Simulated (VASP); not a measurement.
# Ti (Fm-3m) in VASP: a series of runs, part 2 of 2

VASP 6.6.1. Earlier steps stand in the parts before.

## Step 3: Single point, LDA

File INCAR:

```
SYSTEM = Ti
PREC = Accurate
ENCUT = 520
EDIFF = 1E-6
ISMEAR = 0
SIGMA = 0.15
LREAL = .FALSE.
LASPH = .TRUE.
NELM = 60
ALGO = Fast
ISIF = 2
LWAVE = .FALSE.
LCHARG = .FALSE.
NBANDS = 12
```

File KPOINTS:

```
regular mesh
0
G
  20 20 20
  0 0 0
```

File POSCAR:

```
Ti
1.0
    0.0000000000      2.0005340298      2.0005340298
    2.0005340298      0.0000000000      2.0005340298
    2.0005340298      2.0005340298      0.0000000000
Ti
1
Direct
    0.0000000000      0.0000000000      0.0000000000
```

Potentials or basis: VASP PAW LDA potentials, release 64 (Ti_sv).

Command:

```
> cat potpaw_LDA.64/Ti_sv/POTCAR > POTCAR
> mpirun -np 1 vasp_std > vasp.out
```

OUTCAR:

```text
SYSTEM = Ti
   PREC = Accurate
   ENCUT = 520
   EDIFF = 1E-6
   ISMEAR = 0
   LREAL = .FALSE.
   LASPH = .TRUE.
   NELM = 60
   ISIF = 2

 ion  position               nearest neighbor table
   1  0.000  0.000  0.000-

  LATTYP: Found a face centered cubic cell.
 ALAT       =     4.0010680596

  Lattice vectors:

 A1 = (   0.0000000000,   2.0005340298,   2.0005340298)
 A2 = (   2.0005340298,   0.0000000000,   2.0005340298)
 A3 = (   2.0005340298,   2.0005340298,   0.0000000000)

Analysis of symmetry for initial positions (statically):
=====================================================================
 Subroutine PRICEL returns:
 Original cell was already a primitive cell.

 Routine SETGRP: Setting up the symmetry group for a
 face centered cubic supercell.

 Subroutine GETGRP returns: Found 48 space group operations
 (whereof 48 operations were pure point group operations)
 out of a pool of 48 trial point group operations.

The static configuration has the point symmetry O_h .

Analysis of symmetry for dynamics (positions and initial velocities):
=====================================================================
 Subroutine PRICEL returns:
 Original cell was already a primitive cell.

 Routine SETGRP: Setting up the symmetry group for a
 face centered cubic supercell.

 Subroutine GETGRP returns: Found 48 space group operations
 (whereof 48 operations were pure point group operations)
 out of a pool of 48 trial point group operations.

The dynamic configuration has the point symmetry O_h .

 Subroutine INISYM returns: Found 48 space group operations
 (whereof 48 operations are pure point group operations),
 and found     1 'primitive' translations

----------------------------------------------------------------------------------------

                                     Primitive cell

  volume of cell :      16.0128

  direct lattice vectors                    reciprocal lattice vectors
     0.000000000  2.000534030  2.000534030    -0.249933264  0.249933264  0.249933264
     2.000534030  0.000000000  2.000534030     0.249933264 -0.249933264  0.249933264
     2.000534030  2.000534030  0.000000000     0.249933264  0.249933264 -0.249933264

  length of vectors
     2.829182357  2.829182357  2.829182357     0.432897112  0.432897112  0.432897112

  position of ions in fractional coordinates (direct lattice)
     0.000000000  0.000000000  0.000000000

  ion indices of the primitive-cell ions
   primitive index   ion index
                 1           1

----------------------------------------------------------------------------------------

 KPOINTS: regular mesh

Automatic generation of k-mesh.
 Grid dimensions read from file:
 generate k-points for:   20   20   20

 Generating k-lattice:

  Cartesian coordinates                     Fractional coordinates (reciprocal lattice)
    -0.012496663  0.012496663  0.012496663     0.050000000  0.000000000  0.000000000
     0.012496663 -0.012496663  0.012496663     0.000000000  0.050000000  0.000000000
     0.012496663  0.012496663 -0.012496663     0.000000000  0.000000000  0.050000000

  Length of vectors
     0.021644856  0.021644856  0.021644856

  Shift w.r.t. Gamma in fractional coordinates (k-lattice)
     0.000000000  0.000000000  0.000000000

 Subroutine IBZKPT returns following result:
 ===========================================

 Found    256 irreducible k-points:

 Following reciprocal coordinates:
            Coordinates               Weight
  0.000000  0.000000  0.000000      1.000000
  0.050000  0.000000  0.000000      8.000000
  0.100000  0.000000  0.000000      8.000000
  0.150000  0.000000  0.000000      8.000000
  0.200000  0.000000  0.000000      8.000000
  0.250000  0.000000  0.000000      8.000000
[... 16 lines left out ...]
 -0.400000  0.050000  0.000000     24.000000
 -0.350000  0.050000  0.000000     24.000000
 [... further k-points ...]
   k-points           NKPTS =    256   k-points in BZ     NKDIM =    256   number of bands    NBANDS=     12
   number of dos      NEDOS =    301   number of ions     NIONS =      1
   total plane-waves  NPLWV =  13824
   dimension x,y,z NGX =    24 NGY =   24 NGZ =   24
   dimension x,y,z NGXF=    48 NGYF=   48 NGZF=   48
   ions per type =               1
   NGX,Y,Z   is equivalent  to a cutoff of  14.10, 14.10, 14.10 a.u.
   NGXF,Y,Z  is equivalent  to a cutoff of  28.21, 28.21, 28.21 a.u.
 SYSTEM =  Ti
   PREC   = accura    normal or accurate (medium, high low for compatibility)
   ISTART =      0    job   : 0-new  1-cont  2-samecut
   ICHARG =      2    charge: 1-file 2-atom 10-const
   ISPIN  =      1    spin polarized calculation?
   LNONCOLLINEAR =      F non collinear calculations
   LSORBIT =      F    spin-orbit coupling
   LASPH  =      T    aspherical Exc in radial PAW
   ENCUT  =  520.0 eV  38.22 Ry    6.18 a.u.   5.26  5.26  5.26*2*pi/ulx,y,z
   NELM   =     60;   NELMIN=  2; NELMDL= -5     # of ELM steps
   EDIFF  = 0.1E-05   stopping-criterion for ELM
   LREAL  =      F    real-space projection
   EDIFFG = 0.1E-04   stopping-criterion for IOM
   NSW    =      0    number of steps for IOM
   IBRION =     -1    ionic relax: 0-MD 1-quasi-New 2-CG
   NFREE  =      0    steps in history (QN), initial steepest desc. (CG)
   ISIF   =      2    stress and relaxation
   ISYM   =      2    0-nonsym 1-usesym 2-fastsym
   POTIM  = 0.5000    time-step for ionic-motion
   TEBEG  =    0.0;   TEEND  =   0.0 temperature during run
   PSTRESS=    0.0 pullay stress
   NELECT =      12.0000    total number of electrons
   NUPDOWN=      -1.0000    fix difference up-down
   EMIN   =  10.00;   EMAX   =-10.00  energy-range for DOS
   EFERMI =   0.00;   METHOD = LEGACY
   ISMEAR =     0;   SIGMA  =   0.15  broadening in eV -4-tet -1-fermi 0-gaus
   EFERMI_NEDOS =   21; number of points for ismear=-14 and -15
   IALGO  =     68    algorithm
   IMIX   =      4    mixing-type and parameters
     AMIX     =   0.40;   BMIX     =  1.00
     AMIX_MAG =   1.60;   BMIX_MAG =  1.00
  volume/ion in A,a.u.               =      16.01       108.06
  Fermi-wavevector in a.u.,A,eV,Ry     =   1.487006  2.810033 30.085012  2.211186
  Thomas-Fermi vector in A             =   2.600221
   LORBIT       =      0    0 simple, 1 ext, 2 COOP (PROOUT), +10 PAW based schemes
   GGA     = CA    functional components
   LHFCALC =     F    Hartree Fock is set to
   AEXX    =    0.0000 exact exchange contribution
   IVDW    =     0    specifies the selected vdW correction
   LEPSILON=     F    determine dielectric tensor
   LRPA    =     F    only Hartree local field effects (RPA)
 non-spin polarized calculation
 RMM-DIIS sequential band-by-band and
 Gauss-broadening in eV      SIGMA  =   0.15
  energy-cutoff  :      520.00
  volume of cell :       16.01
 maximum number of plane-waves:       444
 NGX is ok and might be reduce to    24
   NGX = 11   NGY = 11   NGZ = 11

 number of electron      11.9999999 magnetization

 Free energy of the ion-electron system (eV)
  ---------------------------------------------------
  ext. energy  EPLUGINS =         0.00000000
  ---------------------------------------------------
  free energy    TOTEN  =        -8.50837796 eV

  energy without entropy =       -8.49081874  energy(sigma->0) =       -8.49959835

 E-fermi :   8.8760     XC(G=0): -12.1784

 val. band max:        8.8735349038   @ k =   0.3500   0.0500   0.0000
 cond. band min:       8.8775531760   @ k =   0.3000   0.0000   0.0000
 fundamental gap:      0.0040182721
 Fermi energy:         8.8760456283

 k-point     1 :       0.0000    0.0000    0.0000
  band No.  band energies     occupation
      1     -47.0193      2.00000
      2     -23.1369      2.00000
      3     -23.1369      2.00000
      4     -23.1369      2.00000
      5       2.6794      2.00000
      6       9.7646      0.00000
      7       9.7646      0.00000
      8       9.7646      0.00000
      9      11.5619      0.00000
     10      11.5619      0.00000
     11      24.6704      0.00000
     12      29.4674      0.00000
[... 331 lines left out ...]
 k-point    24 :      -0.3500    0.0500    0.0000
  band No.  band energies     occupation
      1     -46.8679      2.00000
      2     -23.8857      2.00000
      3     -23.2554      2.00000
      4     -23.2258      2.00000
      5       5.8227      2.00000
      6       9.0302      0.14600
      7       9.7329      0.00000
      8       9.8221      0.00000
      9      12.1686      0.00000
     10      12.6056      0.00000
     11      19.7475      0.00000
     12      24.5608      0.00000

 [... further k-points ...]

------------------------ aborting loop because EDIFF is reached ----------------------------------------

  FORCE on cell =-STRESS in cart. coord.  units (eV):
  Direction    XX          YY          ZZ          XY          YZ          ZX
  --------------------------------------------------------------------------------------
  -------------------------------------------------------------------------------------
  Total       -0.0026260     -0.0026260     -0.0026260     -0.0000000     -0.0000000      0.0000000
  in kB       -0.2627517     -0.2627517     -0.2627517     -0.0000000     -0.0000000      0.0000000
  external PRESSURE =      -0.2627517 kB  Pullay stress =       0.0000000 kB

 VOLUME and BASIS-vectors are now :
 -----------------------------------------------------------------------------
  energy-cutoff  :      520.00
  volume of cell :       16.01
      direct lattice vectors                 reciprocal lattice vectors
     0.000000000  2.000534030  2.000534030    -0.249933264  0.249933264  0.249933264
     2.000534030  0.000000000  2.000534030     0.249933264 -0.249933264  0.249933264
     2.000534030  2.000534030  0.000000000     0.249933264  0.249933264 -0.249933264

 POSITION                                       TOTAL-FORCE (eV/Angst)
 -----------------------------------------------------------------------------------
      0.00000      0.00000      0.00000         0.000000     -0.000000      0.000000
 -----------------------------------------------------------------------------------
    total drift:                                0.000000      0.000000      0.000000

  FREE ENERGIE OF THE ION-ELECTRON SYSTEM (eV)
  ---------------------------------------------------
  free  energy   TOTEN  =        -8.5083779559 eV

  energy  without entropy=       -8.4908187357  energy(sigma->0) =       -8.49959835
```

Run time: 2 min. Hardware: 1 thread of Intel Xeon 8259CL, shared host; peak memory 0.16 GiB.

Results:

```
Free energy            : -8.5084 eV
Pressure               : 0.0 GPa
Band gap on the k mesh : zero (band 6 reaches 9.76 eV, above the bottom of band 7 at 8.47 eV)
```

Levels at points of the mesh, in eV from the Fermi level:
```tsv
k point	band 4	band 5	band 6	band 7	band 8	band 9
(0.00, 0.00, 0.00)	-32.01	-6.20	0.89	0.89	0.89	2.69
(0.50, 0.00, 0.00)	-32.13	-2.78	0.74	0.74	0.96	3.92
(0.50, 0.50, 0.00)	-32.32	-2.88	-1.96	3.31	3.89	4.25
```

## Step 4: Single point, LDA

File INCAR:

```
SYSTEM = Ti
  PREC = Accurate
  ENCUT = 520
  EDIFF = 1E-6
  ISMEAR = 0
  SIGMA = 0.15
  LREAL = .False.
  LASPH = .True.
  NELM = 60
  ALGO = Normal
  ISIF = 2
  LWAVE = .False.
  LCHARG = .False.
  GGA = CA
  NBANDS = 12
```

File KPOINTS:

```
regular mesh
0
Gamma
  22 22 22
  0 0 0
```

POSCAR is that of step 3.

Command:

```
> cat potpaw_LDA.64/Ti_sv/POTCAR > POTCAR
> mpirun -np 1 vasp_std > vasp.out
```

Run time: 76 s. Hardware: 1 thread of Intel Xeon 8259CL, shared host; peak memory 0.18 GiB.

The run converged. Its results:

```
Free energy            : -8.5082 eV
Pressure               : 0.0 GPa
Band gap on the k mesh : zero (band 6 reaches 9.76 eV, above the bottom of band 7 at 8.33 eV)
```

Levels at points of the mesh, in eV from the Fermi level:
```tsv
k point	band 4	band 5	band 6	band 7	band 8	band 9
(0.00, 0.00, 0.00)	-32.01	-6.20	0.89	0.89	0.89	2.68
(0.50, 0.00, 0.00)	-32.13	-2.78	0.74	0.74	0.96	3.92
(0.50, 0.50, 0.00)	-32.33	-2.88	-1.96	3.31	3.89	4.24
```

## Step 5: The runs side by side

```tsv
k mesh	smearing	gap on the mesh (eV)	pressure (GPa)
18 × 18 × 18	gaussian 0.1 eV	none	-0.2
20 × 20 × 20	gaussian 0.15 eV	none	0.0
22 × 22 × 22	gaussian 0.15 eV	none	0.0
```

Alike in all rows: task single point; level LDA; potentials or basis VASP PAW LDA potentials, release 64 (Ti_sv); no spin polarisation; cell a = 2.829 Å, angles 60.0°, 1 atom; cutoff (eV) 520.

Every run on the cell as given and a fine mesh finds a metal.

Total energies depend on the potentials used, so only differences within one code and one set of settings carry meaning.
